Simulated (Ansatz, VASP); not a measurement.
## Two plane-wave programs on WSe2

The input INCAR:

```
SYSTEM = WSe2
  PREC = Accurate
  ENCUT = 520
  EDIFF = 1E-8
  ISMEAR = -1
  SIGMA = 0.08
  LREAL = .False.
  LASPH = .True.
  NELM = 60
  ALGO = Normal
  ISIF = 2
  LWAVE = .False.
  LCHARG = .False.
  GGA = PE
  LEFG = .True.
  NBANDS = 35
```

Contents of KPOINTS:

```
Automatic mesh
0
Gamma
  11 11 3
  0 0 0
```

File POSCAR:

```
WSe2
1.0
    3.2899984505      0.0000000000      0.0000000000
   -1.6449992252      2.8492222365      0.0000000000
    0.0000000000      0.0000000000     13.2294000000
W Se
2 4
Direct
    0.3333333333      0.6666666667      0.2500000000
    0.6666666667      0.3333333333      0.7500000000
    0.3333333333      0.6666666667      0.6210000000
    0.6666666667      0.3333333333      0.1210000000
    0.3333333333      0.6666666667      0.8790000000
    0.6666666667      0.3333333333      0.3790000000
```

Input for Ansatz:

```yaml
crystal:
  lattice:
    - [3.2899984505, 0.0, 0.0]
    - [-1.6449992252, 2.8492222365, 0.0]
    - [0.0, 0.0, 13.2294]
  atoms:
    - { symbol: W, position: [0.3333333333, 0.6666666667, 0.25] }
    - { symbol: W, position: [0.6666666667, 0.3333333333, 0.75] }
    - { symbol: Se, position: [0.3333333333, 0.6666666667, 0.621] }
    - { symbol: Se, position: [0.6666666667, 0.3333333333, 0.121] }
    - { symbol: Se, position: [0.3333333333, 0.6666666667, 0.879] }
    - { symbol: Se, position: [0.6666666667, 0.3333333333, 0.379] }
kpoints:
  mp_grid: { grid: [11, 11, 3] }
scf:
  occupations: { method: fermi_dirac, width: 0.08 }
hamiltonian:
  xc: pbe
  pseudopotentials: { kind: paw }
output:
  forces: true
  stress: true
  eigenvalues: true
  efg: { contact_densities: true }
  write_density: true
  write_potential: true
  elf: true
  volumetric_format: npy
```

Change from the starting cell: zz strain of +2 %, PAW files.

Alike in both runs: task electric field gradients; functional PBE; k mesh 11 × 11 × 3; occupations fermi-dirac, width 0.08 eV; no spin polarisation.

```csv
,VASP,Ansatz
version,VASP 6.6.1,Ansatz 0.2.0
potentials or method,"VASP PAW PBE potentials, release 64 (W_sv, Se)","PAW with Ansatz's default frozen-core files, scalar-relativistic"
plane-wave cutoff (eV),520,420
valence electrons in the cell,52,92
```

```csv
,VASP,Ansatz,Ansatz less VASP
pressure (GPa),0.9,0.6,-0.29
"traceless stress, the component that is largest in VASP (GPa)",-1.57,-1.65,-0.079
rms of the force components (eV/Å),0.154,0.174,+0.0204
size of Vzz on the site where it differs most (V/Å²),136.2,150.0,+13.84
```

Atom by atom the forces differ by 0.020 eV/Å (rms over components). The functional is the same, so the differences come from potentials, cutoffs and numerics. VASP's potentials hold 52 valence electrons a cell and Ansatz's 92, so a difference there can come from the potentials and not from the codes.

Spin-orbit coupling is off throughout.
